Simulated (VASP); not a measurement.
# ZnS in VASP: notebook

The runs below take ZnS through relaxation of the atoms, single point, with PBEsol.

All numbers are computed with VASP 6.6.1; they aren't measurements. Logs are shortened: lines on timing, memory, paths and dates and some standing lists are left out, and cuts for length are marked.

## (1) The cell of the first run

The cell holds a slab with vacuum, 6 atoms: a = 3.788 Å, b = 3.788 Å, c = 23.958 Å, α = 90.00°, β = 90.00°, γ = 120.00°.

## (2) Relaxation of the atoms, PBEsol

Contents of INCAR:

```
SYSTEM = ZnS
PREC     = Accurate       ! precision mode
ENCUT    = 520            ! plane-wave cutoff, eV
EDIFF    = 1E-6           ! SCF threshold, eV
ISMEAR   = 0              ! smearing method
SIGMA    = 0.05           ! smearing width, eV
LREAL    = .FALSE.        ! projectors in reciprocal space
LASPH    = .TRUE.         ! aspherical terms in the spheres
NELM     = 80             ! most SCF steps
ALGO     = Normal         ! electronic algorithm
ISIF     = 2              ! what is computed and relaxed
LWAVE    = .FALSE.        ! write WAVECAR
LCHARG   = .FALSE.        ! write CHGCAR
LDIPOL   = .TRUE.       
IDIPOL   = 3            
DIPOL    = 0.5 0.5 0.500
GGA      = PS             ! functional
IBRION   = 2              ! ionic algorithm
NSW      = 90             ! ionic steps
EDIFFG   = -0.03          ! ionic threshold
```

Contents of KPOINTS:

```
regular mesh
0
G
  9 9 1
  0 0 0
```

Contents of POSCAR:

```
ZnS
1.0
    3.7876303070      0.0000000000      0.0000000000
   -1.8938151535      3.2801840660      0.0000000000
    0.0000000000      0.0000000000     23.9583211899
S Zn
3 3
Selective dynamics
Direct
    0.0000000000      0.0000000000      0.3547827885  F F F
    0.3333333333      0.6666666667      0.4838647543  F F F
    0.6666666667      0.3333333333      0.6129467200  T T T
    0.3333333333      0.6666666667      0.3870532800  F F F
    0.6666666667      0.3333333333      0.5161352457  T T T
    0.0000000000      0.0000000000      0.6452172115  T T T
```

Potentials or basis: VASP PAW PBE potentials, release 64 (S, Zn).

The run is started by

```console
$ cat potpaw_PBE.64/S/POTCAR potpaw_PBE.64/Zn/POTCAR > POTCAR
$ mpirun -np 1 vasp_std > vasp.out
```

OUTCAR:

```text
SYSTEM = ZnS
   PREC = Accurate
   ENCUT = 520
   EDIFF = 1E-6
   ISMEAR = 0
   LREAL = .FALSE.
   LASPH = .TRUE.
   NELM = 80
   ISIF = 2
   GGA = PS
   IBRION = 2
   NSW = 90
   EDIFFG = -0.03

 ion  position               nearest neighbor table
   1  0.000  0.000  0.355-   4 2.32   4 2.32   4 2.32
   2  0.333  0.667  0.484-   5 2.32   5 2.32   4 2.32   5 2.32
   3  0.667  0.333  0.613-   5 2.32   6 2.32   6 2.32   6 2.32
   4  0.333  0.667  0.387-   2 2.32   1 2.32   1 2.32   1 2.32
   5  0.667  0.333  0.516-   2 2.32   2 2.32   3 2.32   2 2.32
   6  0.000  0.000  0.645-   3 2.32   3 2.32   3 2.32

  LATTYP: Found a hexagonal cell.
 ALAT       =     3.7876303070
 C/A-ratio  =     6.3254117345

  Lattice vectors:

 A1 = (   3.7876303070,   0.0000000000,   0.0000000000)
 A2 = (  -1.8938151535,   3.2801840660,   0.0000000000)
 A3 = (   0.0000000000,   0.0000000000,  23.9583211899)

Analysis of symmetry for initial positions (statically):
=====================================================================
 Subroutine PRICEL returns:
 Original cell was already a primitive cell.

 Routine SETGRP: Setting up the symmetry group for a
 hexagonal supercell.

 Subroutine GETGRP returns: Found  6 space group operations
 (whereof  6 operations were pure point group operations)
 out of a pool of 24 trial point group operations.

The static configuration has the point symmetry C_3v.

Analysis of symmetry for dynamics (positions and initial velocities):
=====================================================================
 Subroutine PRICEL returns:
 Original cell was already a primitive cell.

 Routine SETGRP: Setting up the symmetry group for a
 hexagonal supercell.

 Subroutine GETGRP returns: Found  6 space group operations
 (whereof  6 operations were pure point group operations)
 out of a pool of 24 trial point group operations.

The dynamic configuration has the point symmetry C_3v.

Analysis of constrained symmetry for selective dynamics:
=====================================================================
 Subroutine PRICEL returns:
 Original cell was already a primitive cell.

 Routine SETGRP: Setting up the symmetry group for a
 hexagonal supercell.

 Subroutine GETGRP returns: Found  6 space group operations
 (whereof  6 operations were pure point group operations)
 out of a pool of 24 trial point group operations.

The constrained configuration has the point symmetry C_3v.

 Subroutine INISYM returns: Found  6 space group operations
 (whereof  6 operations are pure point group operations),
 and found     1 'primitive' translations

----------------------------------------------------------------------------------------

                                     Primitive cell

  volume of cell :     297.6612

  direct lattice vectors                    reciprocal lattice vectors
     3.787630307  0.000000000  0.000000000     0.264017319  0.152430470  0.000000000
    -1.893815154  3.280184066  0.000000000     0.000000000  0.304860941  0.000000000
     0.000000000  0.000000000 23.958321190     0.000000000  0.000000000  0.041739152

  length of vectors
     3.787630307  3.787630307 23.958321190     0.304860941  0.304860941  0.041739152

  position of ions in fractional coordinates (direct lattice)
     0.000000000  0.000000000  0.354782789
     0.333333333  0.666666667  0.483864754
     0.666666667  0.333333333  0.612946720
     0.333333333  0.666666667  0.387053280
     0.666666667  0.333333333  0.516135246
     0.000000000  0.000000000  0.645217211

  ion indices of the primitive-cell ions
   primitive index   ion index
                 1           1
                 2           2
                 3           3
                 4           4
                 5           5
                 6           6

[... 27 lines left out ...]
            Coordinates               Weight
  0.000000  0.000000  0.000000      1.000000
  0.111111  0.000000  0.000000      6.000000
  0.222222 -0.000000  0.000000      6.000000
  0.333333  0.000000  0.000000      6.000000
  0.444444 -0.000000  0.000000      6.000000
  0.111111  0.111111  0.000000      6.000000
  0.222222  0.111111  0.000000     12.000000
  0.333333  0.111111  0.000000     12.000000
  0.444444  0.111111  0.000000      6.000000
  0.222222  0.222222  0.000000      6.000000
  0.333333  0.222222  0.000000     12.000000
  0.333333  0.333333  0.000000      2.000000
   k-points           NKPTS =     12   k-points in BZ     NKDIM =     12   number of bands    NBANDS=     32
   number of dos      NEDOS =    301   number of ions     NIONS =      6
   total plane-waves  NPLWV = 141120
   dimension x,y,z NGX =    28 NGY =   28 NGZ =  180
   dimension x,y,z NGXF=    56 NGYF=   56 NGZF=  360
   ions per type =               3   3
   NGX,Y,Z   is equivalent  to a cutoff of  12.29, 12.29, 12.49 a.u.
   NGXF,Y,Z  is equivalent  to a cutoff of  24.58, 24.58, 24.98 a.u.
 SYSTEM =  ZnS
   PREC   = accura    normal or accurate (medium, high low for compatibility)
   ISTART =      0    job   : 0-new  1-cont  2-samecut
   ICHARG =      2    charge: 1-file 2-atom 10-const
   ISPIN  =      1    spin polarized calculation?
   LNONCOLLINEAR =      F non collinear calculations
   LSORBIT =      F    spin-orbit coupling
   LASPH  =      T    aspherical Exc in radial PAW
   ENCUT  =  520.0 eV  38.22 Ry    6.18 a.u.   7.04  7.04 44.55*2*pi/ulx,y,z
   NELM   =     80;   NELMIN=  2; NELMDL= -5     # of ELM steps
   EDIFF  = 0.1E-05   stopping-criterion for ELM
   LREAL  =      F    real-space projection
   EDIFFG = -.3E-01   stopping-criterion for IOM
   NSW    =     90    number of steps for IOM
   IBRION =      2    ionic relax: 0-MD 1-quasi-New 2-CG
   NFREE  =      1    steps in history (QN), initial steepest desc. (CG)
   ISIF   =      2    stress and relaxation
   ISYM   =      2    0-nonsym 1-usesym 2-fastsym
   POTIM  = 0.5000    time-step for ionic-motion
   TEBEG  =    0.0;   TEEND  =   0.0 temperature during run
   PSTRESS=    0.0 pullay stress
   NELECT =      54.0000    total number of electrons
   NUPDOWN=      -1.0000    fix difference up-down
   EMIN   =  10.00;   EMAX   =-10.00  energy-range for DOS
   EFERMI =   0.00;   METHOD = LEGACY
   ISMEAR =     0;   SIGMA  =   0.05  broadening in eV -4-tet -1-fermi 0-gaus
   EFERMI_NEDOS =   21; number of points for ismear=-14 and -15
   IALGO  =     38    algorithm
   IMIX   =      4    mixing-type and parameters
     AMIX     =   0.40;   BMIX     =  1.00
     AMIX_MAG =   1.60;   BMIX_MAG =  1.00
  volume/ion in A,a.u.               =      49.61       334.79
  Fermi-wavevector in a.u.,A,eV,Ry     =   0.926756  1.751315 11.685724  0.858876
  Thomas-Fermi vector in A             =   2.052752
   LORBIT       =      0    0 simple, 1 ext, 2 COOP (PROOUT), +10 PAW based schemes
   GGA     = PS    functional components
   LHFCALC =     F    Hartree Fock is set to
   AEXX    =    0.0000 exact exchange contribution
   IVDW    =     0    specifies the selected vdW correction
   LEPSILON=     F    determine dielectric tensor
   LRPA    =     F    only Hartree local field effects (RPA)
 conjugate gradient relaxation of ions
 non-spin polarized calculation
 Gauss-broadening in eV      SIGMA  =   0.05
  energy-cutoff  :      520.00
  volume of cell :      297.66
 maximum number of plane-waves:      8051
   NGX = 15   NGY = 15   NGZ = 89

 dipolmoment           0.000000      0.000000      0.005430 electrons x Angstroem

--------------------------------------- Ionic step        1  -------------------------------------------

 number of electron      54.0000001 magnetization

 Free energy of the ion-electron system (eV)
  ---------------------------------------------------
  ext. energy  EPLUGINS =         0.00000000
  ---------------------------------------------------
  free energy    TOTEN  =       -20.67568213 eV

  energy without entropy =      -20.67027406  energy(sigma->0) =      -20.67297809

------------------------ aborting loop because EDIFF is reached ----------------------------------------

  FORCE on cell =-STRESS in cart. coord.  units (eV):
  Direction    XX          YY          ZZ          XY          YZ          ZX
  --------------------------------------------------------------------------------------
  -------------------------------------------------------------------------------------
  Total       -1.7229737     -1.7229737      1.3665616      0.0000000      0.0000000     -0.0000000
  in kB       -9.2739990     -9.2739990      7.3555919      0.0000000      0.0000000     -0.0000000
  external PRESSURE =      -3.7308021 kB  Pullay stress =       0.0000000 kB
[... 101 lines left out ...]
  FREE ENERGIE OF THE ION-ELECTRON SYSTEM (eV)
  ---------------------------------------------------
  free  energy   TOTEN  =       -20.8656159958 eV

  energy  without entropy=      -20.8626173502  energy(sigma->0) =      -20.86411667

[... ionic steps 4 to 11 ...]

--------------------------------------- Ionic step       12  -------------------------------------------

 number of electron      53.9999989 magnetization

------------------------ aborting loop because EDIFF is reached ----------------------------------------
[... 75 lines left out ...]
--------------------------------------- Ionic step       14  -------------------------------------------

 number of electron      53.9999994 magnetization

 dipolmoment           0.000000      0.000000     -0.309681 electrons x Angstroem

 Free energy of the ion-electron system (eV)
  ---------------------------------------------------
  ext. energy  EPLUGINS =         0.00000000
  ---------------------------------------------------
  free energy    TOTEN  =       -20.92255985 eV

  energy without entropy =      -20.91852987  energy(sigma->0) =      -20.92054486

 E-fermi :  -1.2787     XC(G=0):  -4.3769

 val. band max:       -1.2803158283   @ k =   0.1111   0.0000   0.0000
 cond. band min:      -1.1237226171   @ k =   0.0000   0.0000   0.0000
 fundamental gap:      0.1565932112
 Fermi energy:        -1.2787353408

 k-point     1 :       0.0000    0.0000    0.0000
  band No.  band energies     occupation
      1     -17.6297      2.00000
      2     -16.2934      2.00000
      3     -13.2944      2.00000
      4     -11.4346      2.00000
      5     -11.4346      2.00000
      6     -10.6607      2.00000
[... 409 lines left out ...]
     31       2.3538      0.00000
     32       3.5096      0.00000

------------------------ aborting loop because EDIFF is reached ----------------------------------------

 vacuum level on the upper side and lower side of the slab       (xc-potential included)        -2.510         1.915

  FORCE on cell =-STRESS in cart. coord.  units (eV):
  Direction    XX          YY          ZZ          XY          YZ          ZX
  --------------------------------------------------------------------------------------
  -------------------------------------------------------------------------------------
  Total        2.0923491      2.0923491      1.4250289      0.0000000      0.0000000      0.0000000
  in kB       11.2621824     11.2621824      7.6702949      0.0000000      0.0000000      0.0000000
  external PRESSURE =      10.0648866 kB  Pullay stress =       0.0000000 kB
[... 21 lines left out ...]
  FREE ENERGIE OF THE ION-ELECTRON SYSTEM (eV)
  ---------------------------------------------------
  free  energy   TOTEN  =       -20.9225598488 eV

  energy  without entropy=      -20.9185298736  energy(sigma->0) =      -20.92054486

 reached required accuracy - stopping structural energy minimisation

 vacuum level on the upper side and lower side of the slab         0.740         5.266
```

It took 27 min on 1 thread of Intel Xeon Platinum 8259CL at 2.50GHz (Skylake/Cascade Lake), shared host; peak memory 0.45 GiB.

What came out:

```yaml
Free_energy: -20.9226 eV
Energy_gained_by_relaxing: 41.1 meV/atom
Ionic_steps: 14
Band_gap_on_the_k_mesh: zero (bands 27 and 28 overlap by 0.16 eV)
```

The path:
```tsv
step	energy change (eV)	largest force on free atoms (eV/Å)	pressure (GPa)
1	0.0000	1.2003	-0.37
2	-0.1050	0.6943	-0.24
3	-0.1899	0.3171	0.06
4	-0.2184	0.0969	0.64
5	-0.2203	0.1043	0.59
6	-0.2209	0.1309	0.50
7	-0.2209	0.1249	0.52
8	-0.2225	0.1175	0.53
9	-0.2270	0.0992	0.58
10	-0.2342	0.0761	0.65
11	-0.2423	0.0668	0.80
12	-0.2379	0.2199	1.05
13	-0.2438	0.1105	0.89
14	-0.2469	0.0127	1.01
```

Final structure:
```
S Zn
1.0
     3.78763    0.00000    0.00000
    -1.89382    3.28018    0.00000
     0.00000    0.00000   23.95832
S Zn
3 3
Direct
  0.00000 0.00000 0.35478
  0.33333 0.66667 0.48386
  0.66667 0.33333 0.61888
  0.33333 0.66667 0.38705
  0.66667 0.33333 0.50649
  0.00000 0.00000 0.62229
```

Levels at points of the mesh, in eV from the Fermi level:
```csv
k point,band 25,band 26,band 27,band 28,band 29,band 30
"(0.00, 0.00, 0.00)",-1.37,-0.52,0.16,0.16,0.87,1.69
```

Caveat: the PAW data sets were made with another functional, which shifts forces and pressure a little.

## (3) Single point, PBEsol

Contents of INCAR:

```
SYSTEM = ZnS
PREC = Accurate
ENCUT = 520
EDIFF = 1E-6
ISMEAR = 0
SIGMA = 0.05
LREAL = .FALSE.
LASPH = .TRUE.
NELM = 80
ALGO = Normal
ISIF = 2
LWAVE = .FALSE.
LCHARG = .TRUE.
LDIPOL = .TRUE.
IDIPOL = 3
DIPOL = 0.5 0.5 0.493
GGA = PS
LELF = .TRUE.
LVHAR = .TRUE.
LVACPOTAV = .TRUE.
NBANDS = 36
```

Contents of KPOINTS:

```
Automatic mesh
0
G
  9 9 1
  0 0 0
```

Contents of POSCAR:

```
ZnS
1.0
    3.7876303072      0.0000000000      0.0000000000
   -1.8938151536      3.2801840662      0.0000000000
    0.0000000000      0.0000000000     23.9583211903
S Zn
3 3
Direct
    0.0000000000      0.0000000000      0.3547827885
    0.3333333333      0.6666666667      0.4838647543
    0.6666666667      0.3333333333      0.6202763423
    0.3333333333      0.6666666667      0.3870532800
    0.6666666667      0.3333333333      0.5090640893
    0.0000000000      0.0000000000      0.6019655014
```

Potentials or basis: VASP PAW PBE potentials, release 64 (S, Zn).

The run is started by

```console
$ cat potpaw_PBE.64/S/POTCAR potpaw_PBE.64/Zn/POTCAR > POTCAR
$ mpirun -np 1 vasp_std > vasp.out
```

Wall time 8.6 min (1 thread of Intel Xeon 8259CL, shared host); peak memory 0.43 GiB.

It converged, with:

```yaml
Free_energy: -20.9598 eV
Largest_force: 1.525 eV/Å
Band_gap_on_the_k_mesh: zero (bands 27 and 28 overlap by 0.12 eV)
```

Forces on the atoms (eV/Å):
```
S    0.000  0.000  0.731
S    0.000  0.000  0.767
S    0.000  0.000  0.030
Zn   0.000  0.000 -1.525
Zn   0.000  0.000  0.012
Zn   0.000  0.000 -0.014
```

Levels at points of the mesh, in eV from the Fermi level:
```csv
k point,band 23,band 24,band 25,band 26,band 27,band 28,band 29,band 30,band 31,band 32
"(0.00, 0.00, 0.00)",-2.62,-2.62,-1.32,-0.17,0.13,0.13,0.78,2.69,3.06,3.56
```

Caveat: the PAW data sets were made with another functional, which shifts forces and pressure a little.
